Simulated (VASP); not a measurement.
# Au (Cmcm) in VASP: single point with r2SCAN

Aim: the single point of Au with r2SCAN.

All numbers are computed with VASP 6.6.1; they aren't measurements. Logs are shortened: lines on timing, memory, paths and dates and some standing lists are left out, and cuts for length are marked.

### 1 The cell of the first run

It takes space group Cmcm (No. 63, orthorhombic). Conventional cell: a = 2.840 Å, b = 5.050 Å, c = 4.857 Å, α = 90.00°, β = 90.00°, γ = 90.00°. Au (site symmetry m2m) has 12 Au at 2.84 to 2.94 Å within 3.7 Å.

### 2 Single point, r2SCAN (strain -0.0100 x Voigt [0, 1, 0, 0, 0, 0])

Input file POSCAR:

```
Au
1.0
    1.4199310067     -2.5251966166      0.0000000000
    1.4199310067      2.5251966166      0.0000000000
    0.0000000000      0.0000000000      4.8568390303
Au
2
Direct
    0.6641465040      0.3358534960      0.2500000000
    0.3358534960      0.6641465040      0.7500000000
```

Input file INCAR.step1:

```
SYSTEM = Au
  PREC = Accurate
  ENCUT = 520
  ISMEAR = 0
  SIGMA = 0.15
  LREAL = .False.
  LASPH = .True.
  NELM = 100
  NBANDS = 18
  GGA = PE
  ALGO = Normal
  EDIFF = 1E-4
  LWAVE = .True.
  LCHARG = .False.
```

Input file INCAR.step2:

```
SYSTEM = Au
  PREC = Accurate
  ENCUT = 520
  EDIFF = 1E-6
  ISMEAR = 0
  SIGMA = 0.15
  LREAL = .False.
  LASPH = .True.
  NELM = 100
  ALGO = Normal
  ISIF = 2
  LWAVE = .False.
  LCHARG = .False.
  METAGGA = R2SCAN
  LMIXTAU = .True.
  NBANDS = 18
  ISTART = 1
```

Input file KPOINTS:

```
regular mesh
0
Gamma
  24 24 12
  0 0 0
```

Potentials or basis: VASP PAW PBE potentials, release 64 (Au).

On the command line:

```sh
> cat potpaw_PBE.64/Au/POTCAR > POTCAR
> cp INCAR.step1 INCAR
> mpirun -np 1 vasp_std > vasp.out
> cp INCAR.step2 INCAR
> mpirun -np 1 vasp_std > vasp.out
```

OUTCAR:

```text
SYSTEM = Au
   PREC = Accurate
   ENCUT = 520
   EDIFF = 1E-6
   ISMEAR = 0
   LREAL = .False.
   LASPH = .True.
   NELM = 100
   ISIF = 2
   METAGGA = R2SCAN
   ISTART = 1

 ion  position               nearest neighbor table
   1  0.664  0.336  0.250-   2 2.94   2 2.94   2 2.94   2 2.94   2 2.94   2 2.94
   2  0.336  0.664  0.750-   1 2.94   1 2.94   1 2.94   1 2.94   1 2.94   1 2.94

  LATTYP: Found a base centered orthorhombic cell.
 ALAT       =     2.8398620134
 B/A-ratio  =     1.7783938830
 C/A-ratio  =     1.7102376832

  Lattice vectors:

 A1 = (   1.4199310067,  -2.5251966166,   0.0000000000)
 A2 = (   1.4199310067,   2.5251966166,   0.0000000000)
 A3 = (   0.0000000000,   0.0000000000,   4.8568390303)

Analysis of symmetry for initial positions (statically):
=====================================================================
 Subroutine PRICEL returns:
 Original cell was already a primitive cell.

 Routine SETGRP: Setting up the symmetry group for a
 base centered orthorhombic supercell.

 Subroutine GETGRP returns: Found  8 space group operations
 (whereof  4 operations were pure point group operations)
 out of a pool of  8 trial point group operations.

The static configuration has the point symmetry C_2h.
 The point group associated with its full space group is D_2h.

Analysis of symmetry for dynamics (positions and initial velocities):
=====================================================================
 Subroutine PRICEL returns:
 Original cell was already a primitive cell.

 Routine SETGRP: Setting up the symmetry group for a
 base centered orthorhombic supercell.

 Subroutine GETGRP returns: Found  8 space group operations
 (whereof  4 operations were pure point group operations)
 out of a pool of  8 trial point group operations.

The dynamic configuration has the point symmetry C_2h.
 The point group associated with its full space group is D_2h.

 Subroutine INISYM returns: Found  8 space group operations
 (whereof  4 operations are pure point group operations),
 and found     1 'primitive' translations

----------------------------------------------------------------------------------------

                                     Primitive cell

  volume of cell :      34.8294

  direct lattice vectors                    reciprocal lattice vectors
     1.419931007 -2.525196617  0.000000000     0.352129785 -0.198004384  0.000000000
     1.419931007  2.525196617  0.000000000     0.352129785  0.198004384  0.000000000
     0.000000000  0.000000000  4.856839030     0.000000000  0.000000000  0.205895232

  length of vectors
     2.897036765  2.897036765  4.856839030     0.403981586  0.403981586  0.205895232

  position of ions in fractional coordinates (direct lattice)
     0.664146504  0.335853496  0.250000000
     0.335853496  0.664146504  0.750000000

  ion indices of the primitive-cell ions
   primitive index   ion index
                 1           1
                 2           2

----------------------------------------------------------------------------------------

 KPOINTS: regular mesh

Automatic generation of k-mesh.
 Grid dimensions read from file:
 generate k-points for:   24   24   12

 Generating k-lattice:

  Cartesian coordinates                     Fractional coordinates (reciprocal lattice)
     0.014672074 -0.008250183  0.000000000     0.041666667  0.000000000  0.000000000
     0.014672074  0.008250183  0.000000000     0.000000000  0.041666667  0.000000000
     0.000000000  0.000000000  0.017157936     0.000000000  0.000000000  0.083333333

  Length of vectors
     0.016832566  0.016832566  0.017157936

  Shift w.r.t. Gamma in fractional coordinates (k-lattice)
     0.000000000  0.000000000  0.000000000

 Subroutine IBZKPT returns following result:
 ===========================================

 Found   1099 irreducible k-points:

 Following reciprocal coordinates:
            Coordinates               Weight
  0.000000  0.000000  0.000000      1.000000
  0.041667  0.000000  0.000000      4.000000
  0.083333  0.000000  0.000000      4.000000
  0.125000  0.000000  0.000000      4.000000
  0.166667  0.000000  0.000000      4.000000
  0.208333  0.000000  0.000000      4.000000
[... 16 lines left out ...]
  0.416667  0.041667  0.000000      4.000000
  0.458333  0.041667  0.000000      4.000000
 [... further k-points ...]
   k-points           NKPTS =   1099   k-points in BZ     NKDIM =   1099   number of bands    NBANDS=     18
   number of dos      NEDOS =    301   number of ions     NIONS =      2
   total plane-waves  NPLWV =  20736
   dimension x,y,z NGX =    24 NGY =   24 NGZ =   36
   dimension x,y,z NGXF=    48 NGYF=   48 NGZF=   72
   ions per type =               2
   NGX,Y,Z   is equivalent  to a cutoff of  13.77, 13.77, 12.32 a.u.
   NGXF,Y,Z  is equivalent  to a cutoff of  27.54, 27.54, 24.65 a.u.
 SYSTEM =  Au
   PREC   = accura    normal or accurate (medium, high low for compatibility)
   ISTART =      1    job   : 0-new  1-cont  2-samecut
   ICHARG =      0    charge: 1-file 2-atom 10-const
   ISPIN  =      1    spin polarized calculation?
   LNONCOLLINEAR =      F non collinear calculations
   LSORBIT =      F    spin-orbit coupling
   LASPH  =      T    aspherical Exc in radial PAW
   ENCUT  =  520.0 eV  38.22 Ry    6.18 a.u.   5.39  5.39  9.03*2*pi/ulx,y,z
   NELM   =    100;   NELMIN=  2; NELMDL=  0     # of ELM steps
   EDIFF  = 0.1E-05   stopping-criterion for ELM
   LREAL  =      F    real-space projection
   EDIFFG = 0.1E-04   stopping-criterion for IOM
   NSW    =      0    number of steps for IOM
   IBRION =     -1    ionic relax: 0-MD 1-quasi-New 2-CG
   NFREE  =      0    steps in history (QN), initial steepest desc. (CG)
   ISIF   =      2    stress and relaxation
   ISYM   =      2    0-nonsym 1-usesym 2-fastsym
   POTIM  = 0.5000    time-step for ionic-motion
   TEBEG  =    0.0;   TEEND  =   0.0 temperature during run
   PSTRESS=    0.0 pullay stress
   NELECT =      22.0000    total number of electrons
   NUPDOWN=      -1.0000    fix difference up-down
   EMIN   =  10.00;   EMAX   =-10.00  energy-range for DOS
   EFERMI =   0.00;   METHOD = LEGACY
   ISMEAR =     0;   SIGMA  =   0.15  broadening in eV -4-tet -1-fermi 0-gaus
   EFERMI_NEDOS =   21; number of points for ismear=-14 and -15
   IALGO  =     38    algorithm
   IMIX   =      4    mixing-type and parameters
     AMIX     =   0.40;   BMIX     =  1.00
     AMIX_MAG =   1.60;   BMIX_MAG =  1.00
  volume/ion in A,a.u.               =      17.41       117.52
  Fermi-wavevector in a.u.,A,eV,Ry     =   1.404646  2.654397 26.844723  1.973031
  Thomas-Fermi vector in A             =   2.527187
   LORBIT       =      0    0 simple, 1 ext, 2 COOP (PROOUT), +10 PAW based schemes
   METAGGA = R2SCAN    functional components
   LHFCALC =     F    Hartree Fock is set to
   AEXX    =    0.0000 exact exchange contribution
   IVDW    =     0    specifies the selected vdW correction
   LEPSILON=     F    determine dielectric tensor
   LRPA    =     F    only Hartree local field effects (RPA)
 non-spin polarized calculation
 Gauss-broadening in eV      SIGMA  =   0.15
  energy-cutoff  :      520.00
  volume of cell :       34.83
 maximum number of plane-waves:       958
 NGX is ok and might be reduce to    24
   NGX = 11   NGY = 11   NGZ = 19

 number of electron      21.9999999 magnetization

 Free energy of the ion-electron system (eV)
  ---------------------------------------------------
  ext. energy  EPLUGINS =         0.00000000
  ---------------------------------------------------
  free energy    TOTEN  =      -101.17522190 eV

  energy without entropy =     -101.16737965  energy(sigma->0) =     -101.17130077

 E-fermi :   8.9845     XC(G=0): -13.4716

 val. band max:        8.9816595812   @ k =   0.1667   0.1250   0.2500
 cond. band min:       8.9847067607   @ k =  -0.2917   0.1667   0.2500
 fundamental gap:      0.0030471794
 Fermi energy:         8.9845213862

 k-point     1 :       0.0000    0.0000    0.0000
  band No.  band energies     occupation
      1      -0.8866      2.00000
      2       1.4673      2.00000
      3       3.9192      2.00000
      4       4.0557      2.00000
      5       4.3982      2.00000
      6       4.4219      2.00000
[... 10 lines left out ...]
     17      27.8242      0.00000
     18      28.5405      0.00000

 k-point     2 :       0.0417    0.0000    0.0000
  band No.  band energies     occupation
      1      -0.8287      2.00000
      2       1.5158      2.00000
      3       3.9096      2.00000
      4       4.0962      2.00000
      5       4.4071      2.00000
      6       4.4372      2.00000
[... 10 lines left out ...]
     17      27.5090      0.00000
     18      28.1351      0.00000

 k-point     3 :       0.0833    0.0000    0.0000
  band No.  band energies     occupation
      1      -0.6573      2.00000
      2       1.6565      2.00000
      3       3.8761      2.00000
      4       4.2050      2.00000
      5       4.4366      2.00000
      6       4.4656      2.00000
[... 10 lines left out ...]
     17      26.9050      0.00000
     18      27.6895      0.00000

 k-point     4 :       0.1250    0.0000    0.0000
  band No.  band energies     occupation
      1      -0.3792      2.00000
      2       1.8729      2.00000
      3       3.8077      2.00000
      4       4.3388      2.00000
      5       4.4267      2.00000
      6       4.5641      2.00000
[... 10 lines left out ...]
     17      26.1278      0.00000
     18      27.9359      0.00000

 k-point     5 :       0.1667    0.0000    0.0000
  band No.  band energies     occupation
      1      -0.0078      2.00000
      2       2.1288      2.00000
      3       3.7273      2.00000
      4       4.2771      2.00000
      5       4.4559      2.00000
      6       4.5972      2.00000
[... 10 lines left out ...]
     17      26.3393      0.00000
     18      27.3037      0.00000

 k-point     6 :       0.2083    0.0000    0.0000
  band No.  band energies     occupation
      1       0.4336      2.00000
      2       2.3533      2.00000
      3       3.7025      2.00000
      4       4.0440      2.00000
      5       4.1773      2.00000
      6       4.7823      2.00000
[... 10 lines left out ...]
     17      26.3140      0.00000
     18      26.9648      0.00000

 k-point     7 :       0.2500    0.0000    0.0000
  band No.  band energies     occupation
      1       0.9057      2.00000
      2       2.4547      2.00000
      3       3.6579      2.00000
      4       3.8104      2.00000
      5       4.1217      2.00000
      6       4.6528      2.00000
[... 10 lines left out ...]
     17      26.0968      0.00000
     18      26.7395      0.00000

 k-point     8 :       0.2917    0.0000    0.0000
  band No.  band energies     occupation
      1       1.3479      2.00000
      2       2.4194      2.00000
      3       3.3185      2.00000
      4       4.0077      2.00000
      5       4.1953      2.00000
      6       4.5298      2.00000
[... 10 lines left out ...]
     17      24.2979      0.00000
     18      26.2123      0.00000
[... 229 lines left out ...]
     17      25.1813      0.00000
     18      26.4619      0.00000

 k-point    20 :       0.2917    0.0417    0.0000
  band No.  band energies     occupation
      1       1.5842      2.00000
      2       2.4099      2.00000
      3       3.1566      2.00000
      4       4.0541      2.00000
      5       4.2904      2.00000
      6       4.4067      2.00000
[... 10 lines left out ...]
     17      23.8833      0.00000
     18      25.8702      0.00000

 k-point    21 :       0.3333    0.0417    0.0000
  band No.  band energies     occupation
      1       1.8574      2.00000
      2       2.2945      2.00000
      3       2.9079      2.00000
      4       4.2560      2.00000
      5       4.3114      2.00000
      6       4.5688      2.00000
[... 10 lines left out ...]
     17      23.0801      0.00000
     18      25.3108      0.00000

 k-point    22 :       0.3750    0.0417    0.0000
  band No.  band energies     occupation
      1       1.9980      2.00000
      2       2.1885      2.00000
      3       2.7197      2.00000
      4       4.2418      2.00000
      5       4.4780      2.00000
      6       4.5888      2.00000
[... 10 lines left out ...]
     17      22.3285      0.00000
     18      24.8671      0.00000

 k-point    23 :       0.4167    0.0417    0.0000
  band No.  band energies     occupation
      1       2.0448      2.00000
      2       2.1192      2.00000
      3       2.5942      2.00000
      4       4.2000      2.00000
      5       4.5147      2.00000
      6       4.6575      2.00000
[... 10 lines left out ...]
     17      21.6953      0.00000
     18      24.5658      0.00000

 k-point    24 :       0.4583    0.0417    0.0000
  band No.  band energies     occupation
      1       2.0364      2.00000
      2       2.1024      2.00000
      3       2.5325      2.00000
      4       4.1862      2.00000
      5       4.4699      2.00000
      6       4.7546      2.00000
[... 10 lines left out ...]
     17      21.3116      0.00000
     18      24.4132      0.00000

 [... further k-points ...]

------------------------ aborting loop because EDIFF is reached ----------------------------------------

  FORCE on cell =-STRESS in cart. coord.  units (eV):
  Direction    XX          YY          ZZ          XY          YZ          ZX
  --------------------------------------------------------------------------------------
  -------------------------------------------------------------------------------------
  Total        0.5310043      0.3600427      0.3000312      0.0000000     -0.0000000      0.0000000
  in kB       24.4265692     16.5622157     13.8016457      0.0000000     -0.0000000      0.0000000
  external PRESSURE =      18.2634769 kB  Pullay stress =       0.0000000 kB

 VOLUME and BASIS-vectors are now :
 -----------------------------------------------------------------------------
  energy-cutoff  :      520.00
  volume of cell :       34.83
      direct lattice vectors                 reciprocal lattice vectors
     1.419931007 -2.525196617  0.000000000     0.352129785 -0.198004384  0.000000000
     1.419931007  2.525196617  0.000000000     0.352129785  0.198004384  0.000000000
     0.000000000  0.000000000  4.856839030     0.000000000  0.000000000  0.205895232

 POSITION                                       TOTAL-FORCE (eV/Angst)
 -----------------------------------------------------------------------------------
      1.41993     -0.82900      1.21421         0.000000      0.001736      0.000000
      1.41993      0.82900      3.64263         0.000000     -0.001736      0.000000
 -----------------------------------------------------------------------------------
    total drift:                                0.000000      0.000000      0.000000

  FREE ENERGIE OF THE ION-ELECTRON SYSTEM (eV)
  ---------------------------------------------------
  free  energy   TOTEN  =      -101.1752219023 eV

  energy  without entropy=     -101.1673796456  energy(sigma->0) =     -101.17130077
```

It took 36 min on 1 thread of Oxide Virtual Turin-like, shared host; peak memory 0.59 GiB.

Results:

```yaml
Free_energy: -101.1752 eV
Pressure: 1.8 GPa
Band_gap_on_the_k_mesh: zero (bands 11 and 12 overlap by 7.14 eV)
```

Caveat: the cell differs from its parent crystal (strain -0.0100 x Voigt [0, 1, 0, 0, 0, 0]); the PAW data sets were made with another functional, which shifts forces and pressure a little; spin-orbit coupling is left out, which moves the levels of the heavy elements.
